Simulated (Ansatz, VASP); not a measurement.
O in VASP and in Ansatz

File INCAR:

```
PREC = Accurate ; ENCUT = 600
EDIFF = 1E-6 ; ISMEAR = 0
SIGMA = 0.1 ; LREAL = False
LASPH = True ; NELM = 120
ALGO = Normal ; ISIF = 2
LWAVE = False ; LCHARG = True
GGA = PE ; LELF = True
LVHAR = True ; NBANDS = 13
GGA_COMPAT = False
```

File KPOINTS:

```
regular mesh
0
Gamma
  2 2 2
```

File POSCAR:

```
O
1.0
    0.0000000000      2.1075500000      3.3448500000
    1.4783500000      0.0000000000      3.3448500000
    1.4783500000      2.1075500000      0.0000000000
O
2
Direct
    0.0871000000      0.0871000000      0.9129000000
    0.9129000000      0.9129000000      0.0871000000
```

Input for Ansatz:

```yaml
crystal:
  lattice:
    - [0.0, 2.10755, 3.34485]
    - [1.47835, 0.0, 3.34485]
    - [1.47835, 2.10755, 0.0]
  atoms:
    - { symbol: O, position: [0.0871, 0.0871, 0.9129] }
    - { symbol: O, position: [0.9129, 0.9129, 0.0871] }
basis:
  ecutwfc: 420
  ecutrho_ratio: 5
  xc_grid: 1
kpoints:
  mp_grid: { grid: [2, 2, 2] }
hamiltonian:
  xc: pbe
scf:
  occupations: { method: gaussian, width: 0.1 }
  mixing: { beta: 0.051, ndim: 2, globalisation: backtrack }
  max_iter: 30
  convergence: { dr2_threshold: "1e-11 eV" }
output:
  forces: true
  stress: true
  eigenvalues: true
```

Alike in both runs: task single point; functional PBE; k mesh 2 × 2 × 2; occupations gaussian, width 0.1 eV; no spin polarisation.

|  | VASP | Ansatz |
| --- | --- | --- |
| version | VASP 6.6.1 | Ansatz 0.2.0 |
| potentials or method | VASP PAW PBE potentials, release 64 (O), cutoff 600 eV | scalar-relativistic, plane waves, PAW |
| valence electrons in the cell | 12 | 12 |

```tsv
	VASP	Ansatz	Ansatz less VASP
gap on the k mesh at the Fermi level (eV)	none	none	-
pressure (GPa)	14.6	9.4	-5.21
traceless stress, the component that is largest in VASP (GPa)	47.01	35.89	-11.124
rms of the force components (eV/Å)	2.878	1.773	-1.1042
```

Atom by atom the forces differ by 1.104 eV/Å (rms over components). A gap of «none» marks a metal or a gap that the smearing closes. One of these differences is far larger than is usual between the two programs; its cause wasn't traced.

The k mesh is coarse, so the values compare programs but aren't converged. Noted on VASP's run: the standard files for N, O and F lose accuracy on very short bonds; spin is off for a triplet molecule.
